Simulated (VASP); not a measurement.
# Hg (R-3m) in VASP: further runs

Hg is run at these levels: BLYP; tasks: single point, relaxation of cell and atoms.

Program: VASP 6.6.1. These are calculated values, not measurements. Logs are shortened: lines on timing, memory, paths and dates and some standing lists are left out, and cuts for length are marked.

**1. The cell of the first run**

Symmetry: R-3m, No. 166, trigonal system. Conventional cell: a = 6.229 Å, b = 6.229 Å, c = 11.411 Å, α = 90.00°, β = 90.00°, γ = 120.00°.

**2. Single point, BLYP, non-collinear spin, zero start, spin-orbit coupling**

INCAR

```
PREC = Accurate
ENCUT = 520
EDIFF = 1E-6
ISMEAR = -1
SIGMA = 0.1
LREAL = F
LASPH = T
NELM = 150
ALGO = Normal
ISIF = 2
LWAVE = F
LCHARG = T
MAGMOM = 0 0 0
LORBIT = 11
LSORBIT = T
GGA_COMPAT = F
LORBMOM = T
GGA = B5
ALDAX = 1.0
AGGAX = 1.0
AGGAC = 1.0
ALDAC = 0.0
LVHAR = T
NBANDS = 23
```

KPOINTS

```
regular mesh
0
Gamma
  7 7 7
```

POSCAR

```
Hg
1.0
    3.1147292043      1.7982897445      3.8035046291
   -3.1147292043      1.7982897445      3.8035046291
    0.0000000000     -3.5965794891      3.8035046290
Hg
1
Direct
    0.0000000000      0.0000000000      0.0000000000
```

Potentials or basis: VASP PAW PBE potentials, release 64 (Hg).

Started as:

```console
cat potpaw_PBE.64/Hg/POTCAR > POTCAR
mpirun -np 1 vasp_ncl > vasp.out
```

OUTCAR:

```text
PREC = Accurate
   ENCUT = 520
   EDIFF = 1E-6
   ISMEAR = -1
   LREAL = F
   LASPH = T
   NELM = 150
   ISIF = 2
   LORBIT = 11
   LSORBIT = T
   GGA = B5

 ion  position               nearest neighbor table
   1  0.000  0.000  0.000-

  LATTYP: Found a trigonal (rhomboedric) cell.
 ALAT       =     5.2346949753
 COS(alpha) =     0.2919110379

  Lattice vectors:

 A1 = (   3.1147292043,   1.7982897445,   3.8035046291)
 A2 = (  -3.1147292043,   1.7982897445,   3.8035046291)
 A3 = (   0.0000000000,  -3.5965794891,   3.8035046290)

Analysis of symmetry for initial positions (statically):
=====================================================================
 Subroutine PRICEL returns:
 Original cell was already a primitive cell.

 Routine SETGRP: Setting up the symmetry group for a
 trigonal (rhombohedral) supercell.

 Subroutine GETGRP returns: Found 12 space group operations
 (whereof 12 operations were pure point group operations)
 out of a pool of 12 trial point group operations.

The static configuration has the point symmetry D_3d.

Analysis of symmetry for dynamics (positions and initial velocities):
=====================================================================
 Subroutine PRICEL returns:
 Original cell was already a primitive cell.

 Routine SETGRP: Setting up the symmetry group for a
 trigonal (rhombohedral) supercell.

 Subroutine GETGRP returns: Found 12 space group operations
 (whereof 12 operations were pure point group operations)
 out of a pool of 12 trial point group operations.

The dynamic configuration has the point symmetry D_3d.

Analysis of structural, dynamic, and magnetic symmetry:
=====================================================================
 Subroutine PRICEL returns:
 Original cell was already a primitive cell.

 Routine SETGRP: Setting up the symmetry group for a
 trigonal (rhombohedral) supercell.

 Subroutine GETGRP returns: Found 12 space group operations
 (whereof 12 operations were pure point group operations)
 out of a pool of 12 trial point group operations.

The overall configuration has the point symmetry D_3d.

 Subroutine INISYM returns: Found 12 space group operations
 (whereof 12 operations are pure point group operations),
 and found     1 'primitive' translations

----------------------------------------------------------------------------------------

                                     Primitive cell

[... 147 lines left out ...]
      1      -9.5623      1.00000
      2      -9.5623      1.00000
      3      -9.5606      1.00000
      4      -9.5606      1.00000
      5      -7.7571      1.00000
      6      -7.7571      1.00000
[... 613 lines left out ...]
     22       4.7473      0.00000
     23       4.9455      0.00000

 [... further k-points ...]

------------------------ aborting loop because EDIFF is reached ----------------------------------------

  FORCE on cell =-STRESS in cart. coord.  units (eV):
  Direction    XX          YY          ZZ          XY          YZ          ZX
  --------------------------------------------------------------------------------------
  -------------------------------------------------------------------------------------
  Total        0.0210634      0.0210634      0.0177265      0.0000000      0.0000000      0.0000000
  in kB        0.2640128      0.2640128      0.2221873      0.0000000      0.0000000      0.0000000
  external PRESSURE =       0.2500710 kB  Pullay stress =       0.0000000 kB

 VOLUME and BASIS-vectors are now :
 -----------------------------------------------------------------------------
  energy-cutoff  :      520.00
  volume of cell :      127.82
      direct lattice vectors                 reciprocal lattice vectors
     3.114729204  1.798289744  3.803504629     0.160527599  0.092680652  0.087638472
    -3.114729204  1.798289744  3.803504629    -0.160527599  0.092680652  0.087638472
     0.000000000 -3.596579489  3.803504629     0.000000000 -0.185361305  0.087638472

 POSITION                                       TOTAL-FORCE (eV/Angst)
 -----------------------------------------------------------------------------------
      0.00000      0.00000      0.00000         0.000000      0.000000     -0.000000
 -----------------------------------------------------------------------------------
    total drift:                                0.000000      0.000000     -0.000000

  FREE ENERGIE OF THE ION-ELECTRON SYSTEM (eV)
  ---------------------------------------------------
  free  energy   TOTEN  =        -0.2064131600 eV

  energy  without entropy=       -0.2064131596  energy(sigma->0) =       -0.20641316

 orbital moment (x)

 # of ion     p       d       tot
 ----------------------------------------
  1         0.000  -0.000  -0.000
 ----------------------------------------
            0.000  -0.000  -0.000

 orbital moment (y)

 # of ion     p       d       tot
 ----------------------------------------
  1        -0.000   0.000  -0.000
 ----------------------------------------
           -0.000   0.000  -0.000

 orbital moment (z)

 # of ion     p       d       tot
 ----------------------------------------
  1         0.000   0.000   0.000
 ----------------------------------------
            0.000   0.000   0.000

 Spin-Orbit-Coupling matrix elements

 Ion:    1  E_soc:     -0.3883448
 l=   1
     0.0000000    -0.0000486    -0.0000344
    -0.0000486     0.0000000    -0.0000486
    -0.0000344    -0.0000486     0.0000000
 l=   2
     0.0000000    -0.0129369     0.0000000    -0.0129369    -0.0517351
    -0.0129369     0.0000000    -0.0388095    -0.0129392    -0.0129369
     0.0000000    -0.0388095     0.0000000    -0.0388095     0.0000000
    -0.0129369    -0.0129392    -0.0388095     0.0000000    -0.0129369
    -0.0517351    -0.0129369     0.0000000    -0.0129369     0.0000000
 l=   3
     0.0000000     0.0000000     0.0000000     0.0000000     0.0000000     0.0000000     0.0000000
     0.0000000     0.0000000     0.0000000     0.0000000     0.0000000     0.0000000     0.0000000
     0.0000000     0.0000000     0.0000000     0.0000000     0.0000000     0.0000000     0.0000000
     0.0000000     0.0000000     0.0000000     0.0000000     0.0000000     0.0000000     0.0000000
     0.0000000     0.0000000     0.0000000     0.0000000     0.0000000     0.0000000     0.0000000
     0.0000000     0.0000000     0.0000000     0.0000000     0.0000000     0.0000000     0.0000000
     0.0000000     0.0000000     0.0000000     0.0000000     0.0000000     0.0000000     0.0000000

 total charge

# of ion       s       p       d       tot
------------------------------------------
    1        1.048   0.001   9.378  10.427

 magnetization (x)

# of ion       s       p       d       tot
------------------------------------------
    1        0.000   0.000   0.000   0.000

 magnetization (y)

# of ion       s       p       d       tot
------------------------------------------
    1        0.000   0.000   0.000   0.000

 magnetization (z)

# of ion       s       p       d       tot
------------------------------------------
    1        0.000   0.000   0.000   0.000
```

stdout:

```text
POSCAR found type information on POSCAR Hg
 POSCAR found :  1 types and       1 ions
 scaLAPACK will be used
 -----------------------------------------------------------------------------
|                                                                             |
|                                                                             |
|     You enforced a specific xc type in the INCAR file but a different       |
|     I HOPE YOU KNOW WHAT YOU ARE DOING!                                     |
|                                                                             |
 -----------------------------------------------------------------------------

 LDA part: xc-table for (Slater(with rela. corr.)+VWN5), standard interpolation
 POSCAR, INCAR and KPOINTS ok, starting setup
 FFT: planning ... GRIDC
 FFT: planning ... GRID_SOFT
 FFT: planning ... GRID
 WAVECAR not read
 entering main loop
```

Run time: 2.9 min. Hardware: 1 thread of Intel Xeon Platinum 8259CL at 2.50GHz (Skylake/Cascade Lake), shared host; peak memory 0.58 GiB.

What came out:

```
Free energy                                           : -0.2064 eV
Pressure                                              : 0.0 GPa
Net moment                                            : 0.00 μB per cell
Valence electrons inside the program's atomic spheres : Hg 10.43
```

Moments on the atoms (μB; x, y, z):
```
Hg  0.00 0.00 0.00
```

Caveat: the nearest neighbours stand farther apart than a usual bond; the PAW data sets were made with another functional, which shifts forces and pressure a little.

**3. Relaxation of cell and atoms, BLYP**

This run uses another cell than the first one, of 23.07 Å³/atom.

INCAR

```
  AGGAC = 1.0
  AGGAX = 1.0
  ALDAC = 0.0
  ALDAX = 1.0
  ALGO = Normal
  EDIFF = 1E-7
  EDIFFG = -0.01
  ENCUT = 550
  GGA = B5
  GGA_COMPAT = F
  IBRION = 2
  ISIF = 3
  ISMEAR = -1
  LASPH = T
  LCHARG = F
  LREAL = F
  LWAVE = F
  NELM = 120
  NELMIN = 4
  NSW = 80
  PREC = Accurate
  SIGMA = 0.1
```

KPOINTS

```
k-points
0
Gamma
  11 11 11
```

POSCAR

```
Hg
1.0
    1.7290008993      0.9982391346      2.2280000000
   -1.7290008993      0.9982391346      2.2280000000
    0.0000000000     -1.9964782693      2.2280000000
Hg
1
Direct
    1.0000000000      0.0000000000      0.0000000000
```

Potentials or basis: VASP PAW PBE potentials, release 64 (Hg_sv_GW).

Started as:

```console
cat potpaw_PBE.64/Hg_sv_GW/POTCAR > POTCAR
mpirun -np 1 vasp_std > vasp.out
```

OUTCAR:

```text
EDIFF = 1E-7
   EDIFFG = -0.01
   ENCUT = 550
   GGA = B5
   IBRION = 2
   ISIF = 3
   ISMEAR = -1
   LASPH = T
   LREAL = F
   NELM = 120
   NELMIN = 4
   NSW = 80
   PREC = Accurate

 ion  position               nearest neighbor table
   1  0.000  0.000  0.000-

  LATTYP: Found a trigonal (rhomboedric) cell.
 ALAT       =     2.9916399315
 COS(alpha) =     0.3319610401

  Lattice vectors:

 A1 = (   1.7290008993,   0.9982391346,   2.2280000000)
 A2 = (  -1.7290008993,   0.9982391346,   2.2280000000)
 A3 = (   0.0000000000,  -1.9964782693,   2.2280000000)

Analysis of symmetry for initial positions (statically):
=====================================================================
 Subroutine PRICEL returns:
 Original cell was already a primitive cell.

 Routine SETGRP: Setting up the symmetry group for a
 trigonal (rhombohedral) supercell.

 Subroutine GETGRP returns: Found 12 space group operations
 (whereof 12 operations were pure point group operations)
 out of a pool of 12 trial point group operations.

The static configuration has the point symmetry D_3d.

Analysis of symmetry for dynamics (positions and initial velocities):
=====================================================================
 Subroutine PRICEL returns:
 Original cell was already a primitive cell.

 Routine SETGRP: Setting up the symmetry group for a
[... 164 lines left out ...]
      2     -56.3775      2.00000
      3     -56.3731      2.00000
      4     -56.3731      2.00000
      5      -2.4951      2.00000
      6      -1.0580      2.00000
      7      -1.0580      2.00000
      8       0.2791      2.00000
      9       0.4417      2.00000
     10       0.4417      2.00000
     11      18.7664      0.00000
     12      19.2434      0.00000
     13      19.2434      0.00000
     14      24.5307      0.00000
[... 489 lines left out ...]
  FREE ENERGIE OF THE ION-ELECTRON SYSTEM (eV)
  ---------------------------------------------------
  free  energy   TOTEN  =         0.2400279965 eV

  energy  without entropy=        0.2481420922  energy(sigma->0) =        0.24408504

[... ionic steps 4 to 13 ...]

--------------------------------------- Ionic step       14  -------------------------------------------

 number of electron      20.0000005 magnetization

------------------------ aborting loop because EDIFF is reached ----------------------------------------
[... 65 lines left out ...]
--------------------------------------- Ionic step       16  -------------------------------------------

 number of electron      19.9999997 magnetization

 Free energy of the ion-electron system (eV)
  ---------------------------------------------------
  ext. energy  EPLUGINS =         0.00000000
  ---------------------------------------------------
  free energy    TOTEN  =         0.20976762 eV

  energy without entropy =        0.20998750  energy(sigma->0) =        0.20987756

 E-fermi :   2.4174     XC(G=0):  -8.5826

 val. band max:        1.8055753915   @ k =  -0.4545  -0.4545   0.0909
 cond. band min:       2.9515054692   @ k =  -0.4545   0.0909   0.0909
 fundamental gap:      1.1459300777
 Fermi energy:         2.4173848185

 k-point     1 :       0.0000    0.0000    0.0000
  band No.  band energies     occupation
      1    -110.8692      2.00000
      2     -59.5076      2.00000
      3     -59.5029      2.00000
      4     -59.5029      2.00000
      5      -3.5615      2.00000
      6      -3.3583      2.00000
      7      -3.3583      2.00000
      8      -3.3086      2.00000
      9      -3.0738      2.00000
     10      -3.0738      2.00000
     11      13.6070      0.00000
     12      13.6070      0.00000
     13      14.1537      0.00000
     14      15.4245      0.00000
[... 419 lines left out ...]
  FREE ENERGIE OF THE ION-ELECTRON SYSTEM (eV)
  ---------------------------------------------------
  free  energy   TOTEN  =         0.2097676241 eV

  energy  without entropy=        0.2099875035  energy(sigma->0) =        0.20987756

 reached required accuracy - stopping structural energy minimisation
```

It took 5.5 min on 1 thread of Intel Xeon Platinum 8488C (Sapphire Rapids), shared host; peak memory 0.21 GiB.

Results:

```
Free energy                           : 0.2098 eV
Relaxed volume                        : 35.38 Å³/atom
Relaxed cell                          : a = 3.651 Å, b = 3.651 Å, c = 3.651 Å, α = 61.23°, β = 61.23°, γ = 61.23°
Space group after relaxing (to 0.1 Å) : R-3m (No. 166)
Energy gained by relaxing             : 272.8 meV/atom
Ionic steps                           : 16
Pressure after relaxing               : 0.0 GPa
Band gap on the k mesh                : 1.15 eV (least direct gap 2.01 eV)
```

The path:
| step | energy change (eV) | largest force (eV/Å) | pressure (GPa) | volume (Å³) |
| --- | --- | --- | --- | --- |
| 1 | 0.0000 | 0.0000 | 12.74 | 23.07 |
| 2 | -0.2327 | 0.0000 | 1.53 | 29.76 |
| 3 | -0.2425 | 0.0000 | 0.82 | 31.11 |
| 4 | -0.2495 | 0.0000 | 0.08 | 33.92 |
| 5 | -0.2497 | 0.0000 | 0.00 | 34.30 |
| 6 | -0.2497 | 0.0000 | -0.04 | 34.56 |
| 7 | -0.2510 | 0.0000 | -0.02 | 34.57 |
| 8 | -0.2552 | 0.0000 | -0.01 | 34.59 |
| 9 | -0.2632 | 0.0000 | 0.10 | 34.56 |
| 10 | -0.2707 | 0.0000 | 0.40 | 34.25 |
| 11 | -0.2710 | 0.0000 | 0.36 | 34.38 |
| 12 | -0.2713 | 0.0000 | 0.39 | 34.32 |
| 13 | -0.2710 | 0.0000 | -0.19 | 35.62 |
| 14 | -0.2722 | 0.0000 | 0.14 | 34.96 |
| 15 | -0.2728 | 0.0000 | 0.05 | 35.30 |
| 16 | -0.2728 | 0.0000 | 0.03 | 35.38 |

Final structure:
```yaml
crystal:
  lattice:
    - [1.85950, 1.07358, 2.95347]
    - [-1.85950, 1.07358, 2.95347]
    - [0.00000, -2.14717, 2.95347]
  atoms:
    - { symbol: Hg, position: [0.00000, 0.00000, 0.00000] }
```

Levels at points of the mesh, in eV from the valence-band top:
| k point | band 6 | band 7 | band 8 | band 9 | band 10 | band 11 | band 12 | band 13 | band 14 |
| --- | --- | --- | --- | --- | --- | --- | --- | --- | --- |
| (0.00, 0.00, 0.00) | -5.16 | -5.16 | -5.11 | -4.88 | -4.88 | 11.80 | 11.80 | 12.35 | 13.62 |

Caveat: the volume moved by over 15 % at a fixed basis, so the end points are rough; the PAW data sets were made with another functional, which shifts forces and pressure a little; spin-orbit coupling is left out, which moves the levels of the heavy elements. BLYP gives volumes clearly too large for solids.
